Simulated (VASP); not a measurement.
Set up this calculation in VASP 6.6.1, as the native input.

* Task: single point
* Functional: LDA
* Potentials or basis: VASP PAW LDA potentials, release 64 (C)
* Cutoff: 520 eV
* k mesh: 21 × 21 × 6
* Occupations: fermi-dirac, width 0.15 eV
* Spin: no spin polarisation
* Dipole correction: no
* Further INCAR settings: ALGO = Normal; EDIFF = 1e-06; NBANDS = 16

The structure of C lies in POSCAR:

```
C
1.0
    2.4449278387      0.0000000000      0.0000000000
   -1.2224639194      2.1173696187      0.0000000000
    0.0000000000      0.0000000000      6.6471691184
C
4
Direct
    0.0000000000      0.0000000000      0.2500000000
    0.0000000000      0.0000000000      0.7500000000
    0.3333333333      0.6666666667      0.2500000000
    0.6666666667      0.3333333333      0.7500000000
```

One way to write it, as run:

INCAR

```
PREC     = Accurate       # precision mode
ENCUT    = 520            # plane-wave cutoff, eV
EDIFF    = 1E-6           # SCF threshold, eV
ISMEAR   = -1             # smearing method
SIGMA    = 0.15           # smearing width, eV
LREAL    = F              # projectors in reciprocal space
LASPH    = T              # aspherical terms in the spheres
NELM     = 100            # most SCF steps
ALGO     = Normal         # electronic algorithm
ISIF     = 2              # what is computed and relaxed
LWAVE    = F              # write WAVECAR
LCHARG   = F              # write CHGCAR
GGA      = CA             # functional
NBANDS   = 16             # bands
```

KPOINTS

```
regular mesh
0
Gamma
  21 21 6
```

Potentials or basis: VASP PAW LDA potentials, release 64 (C).

Run with:

```sh
$ cat potpaw_LDA.64/C/POTCAR > POTCAR
$ mpirun -np 1 vasp_std > vasp.out
```

Results of the run:

```yaml
Pressure: 0.8 GPa
Band_gap_on_the_k_mesh: zero (band 8 reaches 4.78 eV, above the bottom of band 9 at 4.75 eV)
```

Run time: 33 s on 1 thread of Intel(R) Xeon(R) 6975P-C (Granite Rapids), with other jobs on the host, peak memory 0.18 GiB.
